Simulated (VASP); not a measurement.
# Si2Ge3 (R-3m) in VASP: single point with PBE

Aim: the single point of Si2Ge3 with PBE.

Everything below comes from runs of VASP 6.6.1. Logs are shortened: lines on timing, memory, paths and dates and some standing lists are left out, and cuts for length are marked.

## 1. The cell of the first run

It takes space group R-3m (No. 166, trigonal). The conventional cell has a = 2.922 Å, b = 2.922 Å, c = 35.792 Å, α = 90.00°, β = 90.00°, γ = 120.00°. Si (site symmetry 3m) has 9 Si at 2.92 Å and 3 Ge at 2.92 Å within 3.8 Å. Ge (site symmetry 3m) has 9 Ge at 2.92 Å and 3 Si at 2.92 Å within 3.8 Å. Ge (site symmetry -3m) has 12 Ge at 2.92 Å within 3.8 Å.

## 2. Single point, PBE

INCAR

```
SYSTEM = Si2Ge3
  PREC = Accurate
  ENCUT = 520
  EDIFF = 1E-7
  ISMEAR = 0
  SIGMA = 0.1
  LREAL = .False.
  LASPH = .True.
  NELM = 80
  ALGO = Normal
  ISIF = 2
  LWAVE = .False.
  LCHARG = .False.
  GGA = PE
  NBANDS = 33
```

KPOINTS

```
Automatic mesh
0
Gamma
  6 6 6
  0 0 0
```

POSCAR

```
Si2Ge3
1.0
    1.4612190900      0.8436352300     11.9308038800
   -1.4612190900      0.8436352300     11.9308038800
    0.0000000000     -1.6872704700     11.9308038800
Si Ge
2 3
Direct
    0.3000000000      0.3000000000      0.3000000000
    0.7000000000      0.7000000000      0.7000000000
    0.9000000000      0.9000000000      0.9000000000
    0.5000000000      0.5000000000      0.5000000000
    0.1000000000      0.1000000000      0.1000000000
```

Potentials or basis: VASP PAW PBE potentials, release 64 (Si, Ge_d).

The run is started by

```sh
$ cat potpaw_PBE.64/Si/POTCAR potpaw_PBE.64/Ge_d/POTCAR > POTCAR
$ mpirun -np 1 vasp_std > vasp.out
```

OUTCAR:

```text
SYSTEM = Si2Ge3
   PREC = Accurate
   ENCUT = 520
   EDIFF = 1E-7
   ISMEAR = 0
   LREAL = .False.
   LASPH = .True.
   NELM = 80
   ISIF = 2
   GGA = PE

 ion  position               nearest neighbor table
   1  0.300  0.300  0.300-   3 2.92   2 2.92   3 2.92   3 2.92   2 2.92   2 2.92
   2  0.700  0.700  0.700-   5 2.92   1 2.92   5 2.92   5 2.92   1 2.92   1 2.92
   3  0.900  0.900  0.900-   1 2.92   1 2.92   1 2.92
   4  0.500  0.500  0.500-
   5  0.100  0.100  0.100-   2 2.92   2 2.92   2 2.92

  LATTYP: Found a trigonal (rhomboedric) cell.
 ALAT       =    12.0495212707
 COS(alpha) =     0.9705882352

  Lattice vectors:

 A1 = (   1.4612190900,   0.8436352300,  11.9308038800)
 A2 = (  -1.4612190900,   0.8436352300,  11.9308038800)
 A3 = (   0.0000000000,  -1.6872704700,  11.9308038800)

Analysis of symmetry for initial positions (statically):
=====================================================================
 Subroutine PRICEL returns:
 Original cell was already a primitive cell.

 Routine SETGRP: Setting up the symmetry group for a
 trigonal (rhombohedral) supercell.

 Subroutine GETGRP returns: Found 12 space group operations
 (whereof 12 operations were pure point group operations)
 out of a pool of 12 trial point group operations.

The static configuration has the point symmetry D_3d.

Analysis of symmetry for dynamics (positions and initial velocities):
=====================================================================
 Subroutine PRICEL returns:
 Original cell was already a primitive cell.

 Routine SETGRP: Setting up the symmetry group for a
 trigonal (rhombohedral) supercell.

 Subroutine GETGRP returns: Found 12 space group operations
 (whereof 12 operations were pure point group operations)
 out of a pool of 12 trial point group operations.

The dynamic configuration has the point symmetry D_3d.

 Subroutine INISYM returns: Found 12 space group operations
 (whereof 12 operations are pure point group operations),
 and found     1 'primitive' translations

----------------------------------------------------------------------------------------

                                     Primitive cell

  volume of cell :      88.2452

  direct lattice vectors                    reciprocal lattice vectors
     1.461219090  0.843635230 11.930803880     0.342180035  0.197557736  0.027938883
    -1.461219090  0.843635230 11.930803880    -0.342180035  0.197557736  0.027938883
     0.000000000 -1.687270470 11.930803880     0.000000000 -0.395115472  0.027938883

  length of vectors
    12.049521271 12.049521271 12.049521271     0.396102028  0.396102028  0.396102029

  position of ions in fractional coordinates (direct lattice)
     0.300000000  0.300000000  0.300000000
     0.700000000  0.700000000  0.700000000
     0.900000000  0.900000000  0.900000000
     0.500000000  0.500000000  0.500000000
     0.100000000  0.100000000  0.100000000

  ion indices of the primitive-cell ions
   primitive index   ion index
                 1           1
                 2           2
                 3           3
                 4           4
                 5           5

----------------------------------------------------------------------------------------

 KPOINTS: Automatic mesh

Automatic generation of k-mesh.
 Grid dimensions read from file:
 generate k-points for:    6    6    6

 Generating k-lattice:

  Cartesian coordinates                     Fractional coordinates (reciprocal lattice)
     0.057030006  0.032926289  0.004656481     0.166666667  0.000000000  0.000000000
    -0.057030006  0.032926289  0.004656481     0.000000000  0.166666667  0.000000000
     0.000000000 -0.065852579  0.004656480     0.000000000  0.000000000  0.166666667

  Length of vectors
     0.066017005  0.066017005  0.066017005

  Shift w.r.t. Gamma in fractional coordinates (k-lattice)
     0.000000000  0.000000000  0.000000000

 Subroutine IBZKPT returns following result:
 ===========================================

 Found     32 irreducible k-points:

 Following reciprocal coordinates:
            Coordinates               Weight
  0.000000  0.000000  0.000000      1.000000
  0.166667  0.000000 -0.000000      6.000000
  0.333333  0.000000 -0.000000      6.000000
  0.500000  0.000000 -0.000000      3.000000
  0.166667  0.166667 -0.000000      6.000000
  0.333333  0.166667  0.000000     12.000000
[... 16 lines left out ...]
  0.500000  0.500000  0.166667      6.000000
 -0.333333  0.500000  0.166667     12.000000
 [... further k-points ...]
   k-points           NKPTS =     32   k-points in BZ     NKDIM =     32   number of bands    NBANDS=     33
   number of dos      NEDOS =    301   number of ions     NIONS =      5
   total plane-waves  NPLWV = 729000
   dimension x,y,z NGX =    90 NGY =   90 NGZ =   90
   dimension x,y,z NGXF=   180 NGYF=  180 NGZF=  180
   ions per type =               2   3
   NGX,Y,Z   is equivalent  to a cutoff of  12.42, 12.42, 12.42 a.u.
   NGXF,Y,Z  is equivalent  to a cutoff of  24.83, 24.83, 24.83 a.u.
 SYSTEM =  Si2Ge3
   PREC   = accura    normal or accurate (medium, high low for compatibility)
   ISTART =      0    job   : 0-new  1-cont  2-samecut
   ICHARG =      2    charge: 1-file 2-atom 10-const
   ISPIN  =      1    spin polarized calculation?
   LNONCOLLINEAR =      F non collinear calculations
   LSORBIT =      F    spin-orbit coupling
   LASPH  =      T    aspherical Exc in radial PAW
   ENCUT  =  520.0 eV  38.22 Ry    6.18 a.u.  22.40 22.40 22.40*2*pi/ulx,y,z
   NELM   =     80;   NELMIN=  2; NELMDL= -5     # of ELM steps
   EDIFF  = 0.1E-06   stopping-criterion for ELM
   LREAL  =      F    real-space projection
   EDIFFG = 0.1E-05   stopping-criterion for IOM
   NSW    =      0    number of steps for IOM
   IBRION =     -1    ionic relax: 0-MD 1-quasi-New 2-CG
   NFREE  =      0    steps in history (QN), initial steepest desc. (CG)
   ISIF   =      2    stress and relaxation
   ISYM   =      2    0-nonsym 1-usesym 2-fastsym
   POTIM  = 0.5000    time-step for ionic-motion
   TEBEG  =    0.0;   TEEND  =   0.0 temperature during run
   PSTRESS=    0.0 pullay stress
   NELECT =      50.0000    total number of electrons
   NUPDOWN=      -1.0000    fix difference up-down
   EMIN   =  10.00;   EMAX   =-10.00  energy-range for DOS
   EFERMI =   0.00;   METHOD = LEGACY
   ISMEAR =     0;   SIGMA  =   0.10  broadening in eV -4-tet -1-fermi 0-gaus
   EFERMI_NEDOS =   21; number of points for ismear=-14 and -15
   IALGO  =     38    algorithm
   IMIX   =      4    mixing-type and parameters
     AMIX     =   0.40;   BMIX     =  1.00
     AMIX_MAG =   1.60;   BMIX_MAG =  1.00
  volume/ion in A,a.u.               =      17.65       119.10
  Fermi-wavevector in a.u.,A,eV,Ry     =   1.354673  2.559961 24.968584  1.835139
  Thomas-Fermi vector in A             =   2.481825
   LORBIT       =      0    0 simple, 1 ext, 2 COOP (PROOUT), +10 PAW based schemes
   GGA     = PE    functional components
   LHFCALC =     F    Hartree Fock is set to
   AEXX    =    0.0000 exact exchange contribution
   IVDW    =     0    specifies the selected vdW correction
   LEPSILON=     F    determine dielectric tensor
   LRPA    =     F    only Hartree local field effects (RPA)
 non-spin polarized calculation
 Gauss-broadening in eV      SIGMA  =   0.10
  energy-cutoff  :      520.00
  volume of cell :       88.25
 maximum number of plane-waves:      2451
 NGX is ok and might be reduce to    90
   NGX = 45   NGY = 45   NGZ = 45

 number of electron      49.9999993 magnetization

 Free energy of the ion-electron system (eV)
  ---------------------------------------------------
  ext. energy  EPLUGINS =         0.00000000
  ---------------------------------------------------
  free energy    TOTEN  =       -21.58150176 eV

  energy without entropy =      -21.55601103  energy(sigma->0) =      -21.56875639

 E-fermi :   7.6783     XC(G=0): -11.1430

 val. band max:        7.6543424160   @ k =   0.5000   0.5000  -0.0000
 cond. band min:       7.6793328456   @ k =   0.5000   0.3333   0.1667
 fundamental gap:      0.0249904296
 Fermi energy:         7.6783297313

 k-point     1 :       0.0000    0.0000    0.0000
  band No.  band energies     occupation
      1     -17.1706      2.00000
      2     -17.1639      2.00000
      3     -17.1639      2.00000
      4     -17.1415      2.00000
      5     -17.1408      2.00000
      6     -17.1405      2.00000
[... 25 lines left out ...]
     32      15.8480      0.00000
     33      17.0183      0.00000

 k-point     2 :       0.1667    0.0000   -0.0000
  band No.  band energies     occupation
      1     -17.1801      2.00000
      2     -17.1562      2.00000
      3     -17.1521      2.00000
      4     -17.1392      2.00000
      5     -17.1379      2.00000
      6     -17.1284      2.00000
[... 25 lines left out ...]
     32      14.3013      0.00000
     33      15.1752      0.00000

 k-point     3 :       0.3333    0.0000   -0.0000
  band No.  band energies     occupation
      1     -17.2061      2.00000
      2     -17.1711      2.00000
      3     -17.1579      2.00000
      4     -17.1523      2.00000
      5     -17.1384      2.00000
      6     -17.1304      2.00000
[... 25 lines left out ...]
     32      13.2855      0.00000
     33      13.4507      0.00000

 k-point     4 :       0.5000    0.0000   -0.0000
  band No.  band energies     occupation
      1     -17.2186      2.00000
      2     -17.1781      2.00000
      3     -17.1733      2.00000
      4     -17.1632      2.00000
      5     -17.1415      2.00000
      6     -17.1354      2.00000
[... 673 lines left out ...]
     32       9.9954      0.00000
     33      11.1249      0.00000

 k-point    23 :       0.5000    0.5000    0.1667
  band No.  band energies     occupation
      1     -17.2061      2.00000
      2     -17.1711      2.00000
      3     -17.1579      2.00000
      4     -17.1523      2.00000
      5     -17.1384      2.00000
      6     -17.1304      2.00000
[... 25 lines left out ...]
     32      12.0770      0.00000
     33      14.0054      0.00000

 k-point    24 :      -0.3333    0.5000    0.1667
  band No.  band energies     occupation
      1     -17.1893      2.00000
      2     -17.1670      2.00000
      3     -17.1530      2.00000
      4     -17.1443      2.00000
      5     -17.1385      2.00000
      6     -17.1290      2.00000
[... 25 lines left out ...]
     32      10.7425      0.00000
     33      10.9165      0.00000

 [... further k-points ...]

------------------------ aborting loop because EDIFF is reached ----------------------------------------

  FORCE on cell =-STRESS in cart. coord.  units (eV):
  Direction    XX          YY          ZZ          XY          YZ          ZX
  --------------------------------------------------------------------------------------
  -------------------------------------------------------------------------------------
  Total        1.1024251      1.1024251      0.1661473      0.0000000     -0.0000000     -0.0000000
  in kB       20.0156022     20.0156021      3.0165663      0.0000000     -0.0000000     -0.0000000
  external PRESSURE =      14.3492569 kB  Pullay stress =       0.0000000 kB

 VOLUME and BASIS-vectors are now :
 -----------------------------------------------------------------------------
  energy-cutoff  :      520.00
  volume of cell :       88.25
      direct lattice vectors                 reciprocal lattice vectors
     1.461219090  0.843635230 11.930803880     0.342180035  0.197557736  0.027938883
    -1.461219090  0.843635230 11.930803880    -0.342180035  0.197557736  0.027938883
     0.000000000 -1.687270470 11.930803880     0.000000000 -0.395115472  0.027938883

 POSITION                                       TOTAL-FORCE (eV/Angst)
 -----------------------------------------------------------------------------------
      0.00000     -0.00000     10.73772         0.000000     -0.000000      0.400463
      0.00000     -0.00000     25.05469         0.000000      0.000000     -0.400463
      0.00000     -0.00000     32.21317         0.000000     -0.000000      0.388891
      0.00000     -0.00000     17.89621        -0.000000     -0.000000      0.000000
      0.00000     -0.00000      3.57924         0.000000      0.000000     -0.388891
 -----------------------------------------------------------------------------------
    total drift:                                0.000000     -0.000000      0.000000

  FREE ENERGIE OF THE ION-ELECTRON SYSTEM (eV)
  ---------------------------------------------------
  free  energy   TOTEN  =       -21.5815017612 eV

  energy  without entropy=      -21.5560110261  energy(sigma->0) =      -21.56875639
```

Run time: 17 min. Hardware: 1 thread of Intel Xeon 6975P-C (Granite Rapids), shared host; peak memory 1.3 GiB.

Results:

```yaml
Free_energy: -21.5815 eV
Pressure: 1.4 GPa
Largest_force: 0.400 eV/Å
Band_gap_on_the_k_mesh: zero (bands 25 and 26 overlap by 9.51 eV)
```

Forces in eV/Å, atoms in the order of the input:
```
Si   0.000  0.000  0.400
Si   0.000  0.000 -0.400
Ge   0.000  0.000  0.389
Ge   0.000  0.000  0.000
Ge   0.000  0.000 -0.389
```

Levels at points of the mesh, in eV from the Fermi level:
```tsv
k point	band 21	band 22	band 23	band 24	band 25	band 26	band 27	band 28	band 29	band 30
(0.00, 0.00, 0.00)	-3.84	-3.81	3.05	3.05	7.05	7.05	7.31	7.31	8.04	8.04
(0.50, 0.00, 0.00)	-5.92	-3.91	-3.88	-3.07	-2.87	0.83	0.99	2.48	2.50	2.91
(0.50, 0.50, 0.00)	-5.29	-5.09	-4.59	-2.17	-2.09	-0.02	0.03	2.67	2.68	3.64
(0.50, 0.50, 0.50)	-5.93	-0.61	-0.60	6.86	6.87	7.03	7.03	7.50	7.50	7.57
```

Caveat: the k points lie up to 0.41 Å⁻¹ apart, too coarse for converged energies and pressures of a metal.

The gap in the log of VASP goes by the Fermi energy; the results here count the filled bands.